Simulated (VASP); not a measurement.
Write the native input for VASP 6.6.1 that does the following.

| Item | Value |
| --- | --- |
| Task | single point |
| Functional | BLYP |
| Dispersion | D3(BJ) |
| Potentials or basis | VASP PAW PBE potentials, release 64 (Mg) |
| Cutoff | 520 eV |
| k mesh | 10 × 10 × 5 |
| Occupations | fermi-dirac, width 0.05 eV |
| Spin | no spin polarisation |
| Dipole correction | no |
| Further INCAR settings | ALGO = Normal; EDIFF = 1e-06; NBANDS = 9 |

The structure of Mg lies in POSCAR:

```
Mg
1.0
    3.2722434310      0.0000000000      0.0000000000
   -1.6361217155      2.8338459386      0.0000000000
    0.0000000000      0.0000000000      5.3124886887
Mg
2
Direct
    0.6666666667      0.3333333333      0.7500000000
    0.3333333333      0.6666666667      0.2500000000
```

These files were run (other wordings do the same):

INCAR

```
SYSTEM = Mg
PREC = Accurate
ENCUT = 520
EDIFF = 1E-6
ISMEAR = -1
SIGMA = 0.05
LREAL = .FALSE.
LASPH = .TRUE.
NELM = 80
ALGO = Normal
ISIF = 2
LWAVE = .FALSE.
LCHARG = .TRUE.
GGA = B5
ALDAX = 1.0
AGGAX = 1.0
AGGAC = 1.0
ALDAC = 0.0
IVDW = 12
VDW_S6 = 1.0
VDW_S8 = 2.6996
VDW_A1 = 0.4298
VDW_A2 = 4.2359
LELF = .TRUE.
LVHAR = .TRUE.
NBANDS = 9
```

KPOINTS

```
Automatic mesh
0
G
  10 10 5
  0 0 0
```

Potentials or basis: VASP PAW PBE potentials, release 64 (Mg).

Launch:

```bash
$ cat potpaw_PBE.64/Mg/POTCAR > POTCAR
$ mpirun -np 1 vasp_std > vasp.out
```

Results of the run:

- Pressure: -5.1 GPa
- Band gap on the k mesh: zero (band 2 reaches 3.41 eV, above the bottom of band 3 at 1.40 eV)
- Dispersion energy per atom: -0.608 eV

Caveat: the PAW data sets were made with another functional, which shifts forces and pressure a little; pairwise dispersion overbinds metals, which lowers pressure and volume.

Wall time 29 s on 1 thread of AMD EPYC 7R43 64-Core Processor (Zen 3) (shared host), peak memory 0.13 GiB.
